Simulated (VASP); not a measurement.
A run of VASP 6.6.1 is set up as follows.

Contents of INCAR:

```
PREC = Accurate
ENCUT = 520
EDIFF = 1E-6
ISMEAR = -1
SIGMA = 0.01
LREAL = Auto
LASPH = T
NELM = 80
ALGO = Normal
ISIF = 2
LWAVE = F
LCHARG = T
GGA = PE
LELF = T
LVHAR = T
NBANDS = 270
NELECT = 476.0
```

KPOINTS

```
regular mesh
0
Gamma
  1 1 1
```

POSCAR

```
W18Se36F
1.0
    9.7497821400      0.0000000800      0.0000000000
   -4.8748911500      8.4435589800      0.0000000000
    0.0000000000      0.0000000000     12.8261208300
W Se F
18 36 1
Direct
    0.2224672070      0.1115095531      0.7479214035
    0.1114945123      0.2224834110      0.2521527750
    0.2224594557      0.4444254954      0.7479211670
    0.1104104748      0.5564759992      0.2558278838
    0.2215954513      0.7775308994      0.7479245265
    0.1104103256      0.8874096888      0.2558245398
    0.5564574052      0.1104313743      0.7442512953
    0.4444093928      0.2224787457      0.2521524686
    0.5553815568      0.4444222124      0.7479214323
    0.4444090995      0.5554055697      0.2521529415
    0.5564601594      0.7794956822      0.7442476288
    0.4452765343      0.8893758007      0.2521501853
    0.8873926215      0.1104282394      0.7442498406
    0.7775149557      0.2216167607      0.2521524098
    0.8893576664      0.4452909496      0.7479263825
    0.7794812219      0.5564785939      0.2558286665
    0.8893518132      0.7775322883      0.7479265614
    0.7775186828      0.8893760067      0.2521494381
    0.1054247836      0.2194443512      0.8760967275
    0.2228757377      0.1123299225      0.3836327866
    0.1123135049      0.2228923679      0.6164411346
    0.2194306885      0.1054399668      0.1239782235
    0.1114556238      0.5554362868      0.8790300255
    0.2228736254      0.4440172995      0.3836329752
    0.1111461206      0.5557371785      0.6172976005
    0.2194289432      0.4474643435      0.1239784986
    0.1114539694      0.8894882201      0.8790279215
    0.2248563247      0.7791665214      0.3852237105
    0.1111462984      0.8888784178      0.6172996586
    0.2209725120      0.7772223076      0.1234157674
    0.4474438965      0.2194477198      0.8760984278
    0.5557205876      0.1111672193      0.3827783748
    0.4440000980      0.2228898115      0.6164410370
    0.5554205905      0.1114720853      0.1210468572
    0.4474444880      0.5614662576      0.8760941815
    0.5545547716      0.4440136099      0.3836330569
    0.4439937687      0.5545723026      0.6164402176
    0.5614540020      0.4474668376      0.1239793192
    0.4459021222      0.8896830906      0.8766581075
    0.5557251870      0.7780294442      0.3827774883
    0.4420166218      0.8877430204      0.6148533903
    0.5554227221      0.7774222794      0.1210450034
    0.7772034407      0.2209849356      0.8766610897
    0.8888657290      0.1111702011      0.3827756113
    0.7791447894      0.2248725627      0.6148537420
    0.8894740040      0.1114770060      0.1210477821
    0.7774007482      0.5554339313      0.8790291453
    0.8877242298      0.4420323423      0.3852261417
    0.7780104616      0.5557381908      0.6172984495
    0.8896678558      0.4459205472      0.1234171274
    0.7772002238      0.8896854127      0.8766603167
    0.8877231827      0.7791662727      0.3852242543
    0.7791465995      0.8877425149      0.6148515378
    0.8896670777      0.7772200096      0.1234145765
    0.3334389012      0.3334557695      0.0000442353
```

Potentials or basis: VASP PAW PBE potentials, release 64 (W_sv, Se, F).

Launch:

```bash
$ cat potpaw_PBE.64/W_sv/POTCAR potpaw_PBE.64/Se/POTCAR potpaw_PBE.64/F/POTCAR > POTCAR
$ mpirun -np 1 vasp_gam > vasp.out
```

Problem. Predict the largest force.

Solution. 0.063 eV/Å.

Forces on the atoms (eV/Å):
```
W    0.002  0.001  0.002
W    0.000  0.002 -0.002
W    0.002  0.001  0.000
W   -0.001  0.002  0.002
W    0.001  0.000  0.001
W   -0.001 -0.001  0.004
W    0.003 -0.001 -0.003
W    0.000  0.002  0.000
W    0.000  0.000  0.000
W   -0.001 -0.001  0.000
W   -0.001  0.001 -0.003
W    0.001  0.000 -0.001
W   -0.001 -0.002 -0.003
W    0.000  0.001 -0.001
W    0.000  0.001  0.001
W    0.001  0.000  0.003
W    0.000 -0.001  0.002
W   -0.001 -0.001 -0.002
Se   0.001 -0.001  0.060
Se  -0.001  0.001  0.053
Se   0.002 -0.001 -0.055
Se  -0.003  0.002 -0.060
Se  -0.001 -0.003  0.057
Se  -0.001  0.005  0.045
Se   0.001  0.002 -0.045
Se   0.008  0.005 -0.063
Se   0.003  0.000  0.052
Se   0.007 -0.007  0.054
Se  -0.001  0.002 -0.051
Se   0.005 -0.002 -0.059
Se   0.000  0.009  0.062
Se   0.002  0.002  0.044
Se   0.003  0.000 -0.046
Se  -0.001 -0.002 -0.057
Se   0.003  0.002  0.055
Se  -0.002 -0.004  0.043
Se  -0.001 -0.003 -0.043
Se   0.000  0.003 -0.055
Se   0.007 -0.001  0.060
Se  -0.001 -0.001  0.045
Se  -0.011 -0.003 -0.052
Se  -0.001 -0.001 -0.052
Se  -0.004  0.004  0.058
Se   0.001  0.000  0.053
Se  -0.009  0.003 -0.052
Se  -0.001  0.003 -0.053
Se   0.000 -0.002  0.051
Se   0.003 -0.011  0.053
Se  -0.001 -0.001 -0.044
Se  -0.005  0.005 -0.058
Se  -0.001 -0.001  0.052
Se   0.003 -0.008  0.054
Se  -0.007 -0.002 -0.054
Se  -0.001 -0.001 -0.053
F   -0.001 -0.001 -0.001
```

Caveat: the k points lie up to 0.74 Å⁻¹ apart; the cell carries a net charge on a neutralising background, which shifts energy and pressure.
